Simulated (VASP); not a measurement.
# Ti8HO16 (a cell with a defect) in VASP: single point with PBE

Aim: the single point of Ti8HO16 (a cell with a defect) with PBE.

Program: VASP 6.6.1. These are calculated values, not measurements. Logs are shortened: lines on timing, memory, paths and dates and some standing lists are left out, and cuts for length are marked.

**1. The cell of the first run**

The cell holds a defect, 25 atoms: a = 6.567 Å, b = 6.567 Å, c = 7.530 Å, α = 115.85°, β = 115.85°, γ = 90.00°.

**2. Single point, PBE (with an interstitial atom, then relaxed in part)**

INCAR

```
SYSTEM = Ti8HO16
PREC = Accurate
ENCUT = 520
EDIFF = 1E-6
ISMEAR = 0
SIGMA = 0.02
LREAL = Auto
LASPH = .True.
NELM = 60
ALGO = Normal
ISIF = 2
LWAVE = .False.
LCHARG = .True.
GGA = PE
LELF = .True.
LVHAR = .True.
NELECT = 192.0
NBANDS = 114
```

KPOINTS

```
Automatic mesh
0
Gamma
  3 3 3
  0 0 0
```

POSCAR

```
Ti8HO16
1.0
   -4.6432750091     -4.6432750091      0.0000000000
   -4.6432750091      4.6432750091      0.0000000000
    4.6432750091      0.0000000000     -5.9277640437
Ti O H
8 16 1
Direct
    0.2591022728      0.2516402826      0.4954247621
    1.0001426375     -0.0286092279     -0.0037412353
    0.7594397899      0.7534861490      0.4970205513
    0.4748567395      0.5216919163     -0.0038894523
    0.1444334944      0.6197842555      0.2629259929
    0.8772371397      0.3538735050      0.7281969710
    0.6182781611      0.1403754923      0.2406869611
    0.3725807412      0.8944194181      0.7503808966
    0.4440634481      0.7491203513      0.4990655433
    0.1852507789      0.4999647460     -0.0045196846
    0.9404230996      0.2459928005      0.4918405441
    0.6934019656      0.0103295754     -0.0047023409
    0.1152599446      0.9178977616      0.2440483319
    0.8667690353      0.6696397131      0.7470010410
    0.6124542647      0.4267827653      0.2456557759
    0.3619644631      0.1761348663      0.7448040232
    0.0524982518      0.7390363708      0.4950310140
    0.7896330515      0.4589016855     -0.0047475138
    0.5529083718      0.2398091271      0.4957902278
    0.3023944792     -0.0121478749     -0.0045049705
    0.1280472857      0.3122103785      0.2456648565
    0.8777771750      0.0622820100      0.7450122659
    0.6267474978      0.8161882142      0.2467527979
    0.3755048129      0.5648000907      0.7444123416
    0.7715530802      0.3091665985      0.9946192455
```

Potentials or basis: VASP PAW PBE potentials, release 64 (Ti_sv, O, H).

Started as:

```bash
> cat potpaw_PBE.64/Ti_sv/POTCAR potpaw_PBE.64/O/POTCAR potpaw_PBE.64/H/POTCAR > POTCAR
> mpirun -np 1 vasp_std > vasp.out
```

OUTCAR:

```text
SYSTEM = Ti8HO16
   PREC = Accurate
   ENCUT = 520
   EDIFF = 1E-6
   ISMEAR = 0
   LREAL = Auto
   LASPH = .True.
   NELM = 60
   ISIF = 2
   GGA = PE
   NELECT = 192.0

 ion  position               nearest neighbor table
   1  0.259  0.252  0.495-  21 1.92  24 1.93  19 1.93  16 1.98  13 2.03  11 2.08
   2  0.000  0.971  0.996-  13 1.88  14 1.88  20 1.99  12 2.03  21 2.05  22 2.06
   3  0.759  0.753  0.497-  22 1.91  23 1.93  17 1.93  15 2.00  14 2.02   9 2.08
   4  0.475  0.522  0.996-  23 1.86  24 1.87  10 1.90  15 2.07  16 2.08  18 2.11
   5  0.144  0.620  0.263-   9 1.84  17 1.94  10 1.96  21 1.97  13 2.03  18 2.16   8 2.90
   6  0.877  0.354  0.728-  11 1.84  19 1.94  10 1.96  22 1.97  14 2.02  18 2.16   7 2.90
   7  0.618  0.140  0.241-  15 1.87  20 1.94  12 1.95  11 1.97  19 1.98  23 2.15   6 2.90   8 2.91

   8  0.373  0.894  0.750-  16 1.87  20 1.94  12 1.95   9 1.98  17 1.98  24 2.15   5 2.90   7 2.91

   9  0.444  0.749  0.499-   5 1.84   8 1.98   3 2.08
  10  0.185  0.500  0.995-   4 1.90   6 1.96   5 1.96
  11  0.940  0.246  0.492-   6 1.84   7 1.97   1 2.08
  12  0.693  0.010  0.995-   7 1.95   8 1.95   2 2.03
  13  0.115  0.918  0.244-   2 1.88   1 2.03   5 2.03
  14  0.867  0.670  0.747-   2 1.88   6 2.02   3 2.02
  15  0.612  0.427  0.246-   7 1.87   3 2.00   4 2.07
  16  0.362  0.176  0.745-   8 1.87   1 1.98   4 2.08
  17  0.052  0.739  0.495-   3 1.93   5 1.94   8 1.98
  18  0.790  0.459  0.995-  25 0.99   4 2.11   6 2.16   5 2.16
  19  0.553  0.240  0.496-   1 1.93   6 1.94   7 1.98
  20  0.302  0.988  0.995-   8 1.94   7 1.94   2 1.99
  21  0.128  0.312  0.246-   1 1.92   5 1.97   2 2.05
  22  0.878  0.062  0.745-   3 1.91   6 1.97   2 2.06
  23  0.627  0.816  0.247-   4 1.86   3 1.93   7 2.15
  24  0.376  0.565  0.744-   4 1.87   1 1.93   8 2.15
  25  0.772  0.309  0.995-  18 0.99

  LATTYP: Found a body centered tetragonal cell.
 ALAT       =     6.5665824917
 C/A-ratio  =     1.8054335116

  Lattice vectors:

 A1 = (   0.0000000000,  -4.6432750091,   5.9277640437)
 A2 = (   0.0000000000,   4.6432750091,   5.9277640437)
 A3 = (  -4.6432750091,   0.0000000000,  -5.9277640437)

Analysis of symmetry for initial positions (statically):
=====================================================================
 Subroutine PRICEL returns:
 Original cell was already a primitive cell.

 Routine SETGRP: Setting up the symmetry group for a
 body centered tetragonal supercell.

 Subroutine GETGRP returns: Found  1 space group operations
 (whereof  1 operations were pure point group operations)
 out of a pool of 16 trial point group operations.

The static configuration has the point symmetry C_1 .

Analysis of symmetry for dynamics (positions and initial velocities):
=====================================================================
 Subroutine PRICEL returns:
 Original cell was already a primitive cell.

 Routine SETGRP: Setting up the symmetry group for a
 body centered tetragonal supercell.

 Subroutine GETGRP returns: Found  1 space group operations
 (whereof  1 operations were pure point group operations)
 out of a pool of 16 trial point group operations.

The dynamic configuration has the point symmetry C_1 .

 Subroutine INISYM returns: Found  1 space group operations
 (whereof  1 operations are pure point group operations),
 and found     1 'primitive' translations

----------------------------------------------------------------------------------------

                                     Primitive cell

  volume of cell :     255.6052

  direct lattice vectors                    reciprocal lattice vectors
    -4.643275009 -4.643275009  0.000000000    -0.107682616 -0.107682616 -0.084348836
    -4.643275009  4.643275009  0.000000000    -0.107682616  0.107682616 -0.084348836
     4.643275009  0.000000000 -5.927764044     0.000000000  0.000000000 -0.168697673

  length of vectors
     6.566582492  6.566582492  7.529833290     0.174085662  0.174085662  0.168697673

  position of ions in fractional coordinates (direct lattice)
     0.259102273  0.251640283  0.495424762
     0.000142637  0.971390772  0.996258765
     0.759439790  0.753486149  0.497020551
     0.474856739  0.521691916  0.996110548
     0.144433494  0.619784256  0.262925993
     0.877237140  0.353873505  0.728196971
[... 17 lines left out ...]
     0.375504813  0.564800091  0.744412342
     0.771553080  0.309166598  0.994619245

  ion indices of the primitive-cell ions
   primitive index   ion index
                 1           1
                 2           2
                 3           3
                 4           4
                 5           5
                 6           6
[... 17 lines left out ...]
                24          24
                25          25

----------------------------------------------------------------------------------------

 KPOINTS: Automatic mesh

Automatic generation of k-mesh.
 Grid dimensions read from file:
 generate k-points for:    3    3    3

 Generating k-lattice:

  Cartesian coordinates                     Fractional coordinates (reciprocal lattice)
    -0.035894205 -0.035894205 -0.028116279     0.333333333  0.000000000  0.000000000
    -0.035894205  0.035894205 -0.028116279     0.000000000  0.333333333  0.000000000
     0.000000000  0.000000000 -0.056232558     0.000000000  0.000000000  0.333333333

  Length of vectors
     0.058028554  0.058028554  0.056232558

  Shift w.r.t. Gamma in fractional coordinates (k-lattice)
     0.000000000  0.000000000  0.000000000

 Subroutine IBZKPT returns following result:
 ===========================================

 Found     14 irreducible k-points:

 Following reciprocal coordinates:
            Coordinates               Weight
  0.000000  0.000000  0.000000      1.000000
  0.333333  0.000000  0.000000      2.000000
  0.000000 -0.333333  0.333333      2.000000
 -0.333333  0.000000  0.333333      2.000000
  0.000000  0.333333  0.000000      2.000000
  0.333333  0.333333  0.000000      2.000000
  0.333333 -0.333333  0.333333      2.000000
 -0.333333 -0.333333 -0.333333      2.000000
 -0.333333  0.333333  0.333333      2.000000
 -0.333333  0.333333  0.000000      2.000000
  0.333333  0.333333 -0.333333      2.000000
  0.000000  0.000000  0.333333      2.000000
  0.333333  0.000000  0.333333      2.000000
  0.000000 -0.333333 -0.333333      2.000000
   k-points           NKPTS =     14   k-points in BZ     NKDIM =     14   number of bands    NBANDS=    114
   number of dos      NEDOS =    301   number of ions     NIONS =     25
   total plane-waves  NPLWV = 140000
   dimension x,y,z NGX =    50 NGY =   50 NGZ =   56
   dimension x,y,z NGXF=   100 NGYF=  100 NGZF=  112
   ions per type =               8  16   1
   NGX,Y,Z   is equivalent  to a cutoff of  12.66, 12.66, 12.36 a.u.
   NGXF,Y,Z  is equivalent  to a cutoff of  25.32, 25.32, 24.73 a.u.
 SYSTEM =  Ti8HO16
   PREC   = accura    normal or accurate (medium, high low for compatibility)
   ISTART =      0    job   : 0-new  1-cont  2-samecut
   ICHARG =      2    charge: 1-file 2-atom 10-const
   ISPIN  =      1    spin polarized calculation?
   LNONCOLLINEAR =      F non collinear calculations
   LSORBIT =      F    spin-orbit coupling
   LASPH  =      T    aspherical Exc in radial PAW
   ENCUT  =  520.0 eV  38.22 Ry    6.18 a.u.  12.21 12.21 14.00*2*pi/ulx,y,z
   NELM   =     60;   NELMIN=  2; NELMDL= -5     # of ELM steps
   EDIFF  = 0.1E-05   stopping-criterion for ELM
   LREAL  =      T    real-space projection
   EDIFFG = 0.1E-04   stopping-criterion for IOM
   NSW    =      0    number of steps for IOM
   IBRION =     -1    ionic relax: 0-MD 1-quasi-New 2-CG
   NFREE  =      0    steps in history (QN), initial steepest desc. (CG)
   ISIF   =      2    stress and relaxation
   ISYM   =      2    0-nonsym 1-usesym 2-fastsym
   POTIM  = 0.5000    time-step for ionic-motion
   TEBEG  =    0.0;   TEEND  =   0.0 temperature during run
   PSTRESS=    0.0 pullay stress
   NELECT =     192.0000    total number of electrons
   NUPDOWN=      -1.0000    fix difference up-down
   EMIN   =  10.00;   EMAX   =-10.00  energy-range for DOS
   EFERMI =   0.00;   METHOD = LEGACY
   ISMEAR =     0;   SIGMA  =   0.02  broadening in eV -4-tet -1-fermi 0-gaus
   EFERMI_NEDOS =   21; number of points for ismear=-14 and -15
   IALGO  =     38    algorithm
   IMIX   =      4    mixing-type and parameters
     AMIX     =   0.40;   BMIX     =  1.00
     AMIX_MAG =   1.60;   BMIX_MAG =  1.00
  volume/ion in A,a.u.               =      10.22        69.00
  Fermi-wavevector in a.u.,A,eV,Ry     =   1.488168  2.812230 30.132066  2.214644
  Thomas-Fermi vector in A             =   2.601237
   LORBIT       =      0    0 simple, 1 ext, 2 COOP (PROOUT), +10 PAW based schemes
   GGA     = PE    functional components
   LHFCALC =     F    Hartree Fock is set to
   AEXX    =    0.0000 exact exchange contribution
   IVDW    =     0    specifies the selected vdW correction
   LEPSILON=     F    determine dielectric tensor
   LRPA    =     F    only Hartree local field effects (RPA)
 non-spin polarized calculation
 Gauss-broadening in eV      SIGMA  =   0.02
  energy-cutoff  :      520.00
  volume of cell :      255.61
 maximum number of plane-waves:      6906
 NGX is ok and might be reduce to    50
   NGX = 25   NGY = 25   NGZ = 27

 number of electron     192.0000013 magnetization

 Free energy of the ion-electron system (eV)
  ---------------------------------------------------
  ext. energy  EPLUGINS =         0.00000000
  ---------------------------------------------------
  free energy    TOTEN  =      -224.51301806 eV

  energy without entropy =     -224.51301806  energy(sigma->0) =     -224.51301806

 E-fermi :   4.6302     XC(G=0): -11.2769

 val. band max:        4.5044620839   @ k =   0.0000   0.0000   0.0000
 cond. band min:       6.5718303795   @ k =   0.0000   0.0000   0.0000
 fundamental gap:      2.0673682955
 Fermi energy:         4.6302168322

 k-point     1 :       0.0000    0.0000    0.0000
  band No.  band energies     occupation
      1     -52.2743      2.00000
      2     -52.2677      2.00000
      3     -52.2574      2.00000
      4     -52.2502      2.00000
      5     -52.2029      2.00000
      6     -52.1803      2.00000
[... 100 lines left out ...]
    107       7.5469      0.00000
    108       7.6694      0.00000

 k-point     2 :       0.3333    0.0000    0.0000
  band No.  band energies     occupation
      1     -52.2728      2.00000
      2     -52.2682      2.00000
      3     -52.2580      2.00000
      4     -52.2507      2.00000
      5     -52.2026      2.00000
      6     -52.1805      2.00000
[... 1324 lines left out ...]
 k-point    14 :       0.0000   -0.3333   -0.3333
  band No.  band energies     occupation
      1     -52.2724      2.00000
      2     -52.2680      2.00000
      3     -52.2596      2.00000
      4     -52.2494      2.00000
      5     -52.2033      2.00000
      6     -52.1802      2.00000
[... 100 lines left out ...]
    107       7.6331      0.00000
    108       7.6864      0.00000
 [bands above 108 left out]

------------------------ aborting loop because EDIFF is reached ----------------------------------------

  FORCE on cell =-STRESS in cart. coord.  units (eV):
  Direction    XX          YY          ZZ          XY          YZ          ZX
  --------------------------------------------------------------------------------------
  -------------------------------------------------------------------------------------
  Total       -7.5293839     -4.2574581     -2.2038598      2.2955580     -0.0006691      0.0043115
  in kB      -47.1954693    -26.6864770    -13.8141713     14.3889513     -0.0041942      0.0270252
  external PRESSURE =     -29.2320392 kB  Pullay stress =       0.0000000 kB

 VOLUME and BASIS-vectors are now :
 -----------------------------------------------------------------------------
  energy-cutoff  :      520.00
  volume of cell :      255.61
      direct lattice vectors                 reciprocal lattice vectors
    -4.643275009 -4.643275009  0.000000000    -0.107682616 -0.107682616 -0.084348836
    -4.643275009  4.643275009  0.000000000    -0.107682616  0.107682616 -0.084348836
     4.643275009  0.000000000 -5.927764044     0.000000000  0.000000000 -0.168697673

 POSITION                                       TOTAL-FORCE (eV/Angst)
 -----------------------------------------------------------------------------------
     -0.07112     -0.03465     -2.93676         0.032620     -0.004136      0.020111
      0.11481      4.50977     -5.90559        -0.021273      0.030350      0.001533
     -4.71713     -0.02764     -2.94622         0.038781     -0.013989     -0.004559
     -0.00203      0.21747     -5.90471        -0.001339     -0.042714     -0.002382
     -2.32764      2.20718     -1.55856         0.022492      0.040070      0.058474
     -2.33517     -2.43012     -4.31658         0.021523      0.030494     -0.058589
[... 17 lines left out ...]
     -0.90958      0.87895     -4.41270        -0.052735      0.044057      0.022617
     -0.39979     -2.14699     -5.89587         0.078033     -0.068646      0.000417
 -----------------------------------------------------------------------------------
    total drift:                                0.008670      0.032730     -0.025528

  FREE ENERGIE OF THE ION-ELECTRON SYSTEM (eV)
  ---------------------------------------------------
  free  energy   TOTEN  =      -224.5130180620 eV

  energy  without entropy=     -224.5130180620  energy(sigma->0) =     -224.51301806
```

It took 31 min on 1 thread of Intel Xeon 8259CL, shared host; peak memory 0.52 GiB.

Results:

| Property | Result |
| --- | --- |
| Free energy | -224.5130 eV |
| Largest force | 0.104 eV/Å |

Forces on the atoms (eV/Å):
```
Ti   0.033 -0.004  0.020
Ti  -0.021  0.030  0.002
Ti   0.039 -0.014 -0.005
Ti  -0.001 -0.043 -0.002
Ti   0.022  0.040  0.058
Ti   0.022  0.030 -0.059
Ti   0.049 -0.032 -0.005
Ti   0.039 -0.039  0.009
O   -0.045 -0.046 -0.036
O    0.009  0.008 -0.001
O   -0.046 -0.053  0.038
O   -0.043 -0.029 -0.002
O    0.027 -0.015 -0.039
O    0.029 -0.014  0.041
O   -0.019  0.024  0.003
O   -0.018  0.023 -0.008
O    0.012  0.007 -0.008
O   -0.071  0.046 -0.002
O    0.010  0.005  0.003
O    0.025  0.024  0.002
O   -0.011  0.014  0.022
O   -0.011  0.012 -0.027
O   -0.055  0.049 -0.026
O   -0.053  0.044  0.023
H    0.078 -0.069  0.000
```

Caveat: the cell carries a net charge on a neutralising background, which shifts energy and pressure; the cell differs from its parent crystal (with an interstitial atom, then relaxed in part); the cell is charged against a uniform background, so pressure and absolute levels hang on convention.
